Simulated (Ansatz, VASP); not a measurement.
One calculation of InSb3, two programs

INCAR

```
SYSTEM = InSb3
PREC = Accurate ; ENCUT = 520
EDIFF = 1E-6 ; ISMEAR = 0
SIGMA = 0.15 ; LREAL = .FALSE.
LASPH = .TRUE. ; NELM = 100
ALGO = Normal ; ISIF = 2
LWAVE = .FALSE. ; LCHARG = .TRUE.
GGA = PE ; IVDW = 12
LELF = .TRUE. ; LVHAR = .TRUE.
NBANDS = 22
```

File KPOINTS:

```
regular mesh
0
G
  12 12 12
  0 0 0
```

The input POSCAR:

```
InSb3
1.0
    0.0000000000      3.7279225306      3.7279225306
    3.7279225306      0.0000000000      3.7279225306
    3.7279225306      3.7279225306      0.0000000000
In Sb
1 3
Direct
    0.0000000000      0.0000000000      0.0000000000
    0.2500000000      0.2500000000      0.2500000000
    0.7500000000      0.7500000000      0.7500000000
    0.5000000000      0.5000000000      0.5000000000
```

Input for Ansatz:

```yaml
crystal:
  lattice:
    - [0.0, 3.7279225306, 3.7279225306]
    - [3.7279225306, 0.0, 3.7279225306]
    - [3.7279225306, 3.7279225306, 0.0]
  atoms:
    - { symbol: In, position: [0.0, 0.0, 0.0] }
    - { symbol: Sb, position: [0.25, 0.25, 0.25] }
    - { symbol: Sb, position: [0.75, 0.75, 0.75] }
    - { symbol: Sb, position: [0.5, 0.5, 0.5] }
basis:
  ecutwfc: 420
kpoints:
  mp_grid: { grid: [12, 12, 12] }
hamiltonian:
  xc: pbe
  dispersion: d3bj
scf:
  occupations: { method: gaussian, width: 0.15 }
output:
  forces: true
  stress: true
  eigenvalues: true
  write_density: true
  write_potential: true
  elf: true
  volumetric_format: npy
```

Alike in both runs: task single point; functional PBE; dispersion D3(BJ); k mesh 12 × 12 × 12; occupations gaussian, width 0.15 eV; no spin polarisation.

|  | VASP | Ansatz |
| --- | --- | --- |
| version | VASP 6.6.1 | Ansatz 0.2.0 |
| potentials or method | VASP PAW PBE potentials, release 64 (In_d, Sb), cutoff 520 eV | scalar-relativistic, plane waves, PAW |
| valence electrons in the cell | 28 | 58 |

|  | VASP | Ansatz | Ansatz less VASP |
| --- | --- | --- | --- |
| gap on the k mesh at the Fermi level (eV) | none | none | - |
| pressure (GPa) | 0.1 | 0.2 | +0.09 |

A gap of «none» marks a metal or a gap that the smearing closes. VASP's potentials hold 28 valence electrons a cell and Ansatz's 58, so a difference there can come from the potentials and not from the codes.

Spin-orbit coupling is off throughout.
